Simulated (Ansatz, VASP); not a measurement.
This is a calculation of C for VASP 6.6.1.

INCAR

```
SYSTEM = C
PREC = Accurate
ENCUT = 520
EDIFF = 1E-7
ISMEAR = -1
SIGMA = 0.05
LREAL = .FALSE.
LASPH = .TRUE.
NELM = 100
ALGO = Normal
ISIF = 2
LWAVE = .FALSE.
LCHARG = .FALSE.
GGA = RP
NBANDS = 11
```

The input KPOINTS:

```
Automatic mesh
0
G
  13 13 13
  0 0 0
```

POSCAR

```
C
1.0
    0.0000000000      1.7469644787      1.7469644787
    1.7469644787      0.0000000000      1.7469644787
    1.7469644787      1.7469644787      0.0000000000
C
2
Direct
    0.7500000000      0.7500000000      0.7500000000
    0.5000000000      0.5000000000      0.5000000000
```

Potentials or basis: VASP PAW PBE potentials, release 64 (C).

Launch:

```console
$ cat potpaw_PBE.64/C/POTCAR > POTCAR
$ mpirun -np 1 vasp_std > vasp.out
```

Translate it to Ansatz 0.2.0. Potentials there: Ansatz PAW.

As run (the cutoff follows the program's own potentials):

Contents of input.yaml:

```yaml
crystal:
  lattice:
    - [0.0, 1.7469644787, 1.7469644787]
    - [1.7469644787, 0.0, 1.7469644787]
    - [1.7469644787, 1.7469644787, 0.0]
  atoms:
    - { symbol: C, position: [0.75, 0.75, 0.75] }
    - { symbol: C, position: [0.5, 0.5, 0.5] }
hamiltonian:
  xc: rpbe
  pseudopotentials: { kind: paw }
kpoints:
  mp_grid: { grid: [13, 13, 13] }
scf:
  occupations: { method: fermi_dirac, width: 0.05 }
output:
  forces: true
  stress: true
  eigenvalues: true
```

Potentials or basis: Ansatz PAW.

Run with:

```bash
$ ansatz run input.yaml --threads 2 --pin off --max-ram 5120MiB --backend cpu --events-out ev --progress --plain --runs-dir out
```

Both were run:

|  | VASP | Ansatz | Ansatz less VASP |
| --- | --- | --- | --- |
| gap on the k mesh at the Fermi level (eV) | 4.26 | 4.28 | +0.013 |
| least direct gap on the mesh (eV) | 5.76 | 5.77 | +0.011 |

VASP's potentials were made for PBE, not for RPBE.

Noted on Ansatz's run: odd divisions of the mesh miss points on the zone boundary, where band edges often lie, so the gap on the mesh can be too wide.
